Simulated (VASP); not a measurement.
Wanted: the native input for a VASP 6.6.1 run.

```yaml
Task: single point
Functional: PBE
Potentials_or_basis: VASP PAW PBE potentials, release 64 (Al, O)
Cutoff: 520 eV
k_mesh: 9 × 3 × 1
Occupations: gaussian, width 0.1 eV
Spin: no spin polarisation
Dipole_correction: yes
Further_INCAR_settings: ALGO = Normal; EDIFF = 1e-06; NBANDS = 28; NELMDL = -8
```

The structure of Al9O lies in POSCAR:

```
Al9O
1.0
    2.8535431553      0.0000000000      0.0000000000
   -1.4267715776      9.7014842380      0.0000000000
    0.0000000000      0.0000000000     20.2903703519
Al O
9 1
Direct
    0.5324432082      0.0648864163      0.1971378506
    0.6709612116      0.3419224231      0.2462112388
    0.2986648122      0.5973296244      0.2560259164
    0.9263684129      0.8527368258      0.2658405940
    0.0639544186      0.1277109169      0.3154271774
    0.1995835202      0.4042231294      0.3707799915
    0.8288001075      0.6596656514      0.3785021758
    0.4526153831      0.9110819252      0.3874246337
    0.5924854486      0.1814072004      0.4332286794
    0.8424854486      0.4314072004      0.4334425743
```

These files were run (other wordings do the same):

INCAR

```
SYSTEM = Al9O
PREC = Accurate
ENCUT = 520
EDIFF = 1E-6
ISMEAR = 0
SIGMA = 0.1
LREAL = .False.
LASPH = .True.
NELM = 120
ALGO = Normal
ISIF = 2
LWAVE = .False.
LCHARG = .True.
LDIPOL = .True.
IDIPOL = 3
DIPOL = 0.5 0.5 0.328
GGA = PE
LELF = .True.
LVHAR = .True.
LVACPOTAV = .True.
NBANDS = 28
GGA_COMPAT = .False.
NELMDL = -8
```

KPOINTS

```
Automatic mesh
0
Gamma
  9 3 1
  0 0 0
```

Potentials or basis: VASP PAW PBE potentials, release 64 (Al, O).

Launch:

```console
$ cat potpaw_PBE.64/Al/POTCAR potpaw_PBE.64/O/POTCAR > POTCAR
$ mpirun -np 1 vasp_std > vasp.out
```

Results of the run:

The largest force is 2.855 eV/Å and the band gap on the k mesh is zero (an odd number of electrons rules out a gap without spin polarisation).

Caveat: an odd number of electrons without spin polarisation forces a metal; a magnetic or distorted state may lie lower.

Wall time 4.4 min on 1 thread of Intel(R) Xeon(R) 6975P-C (Granite Rapids), with other jobs on the host, peak memory 0.67 GiB.
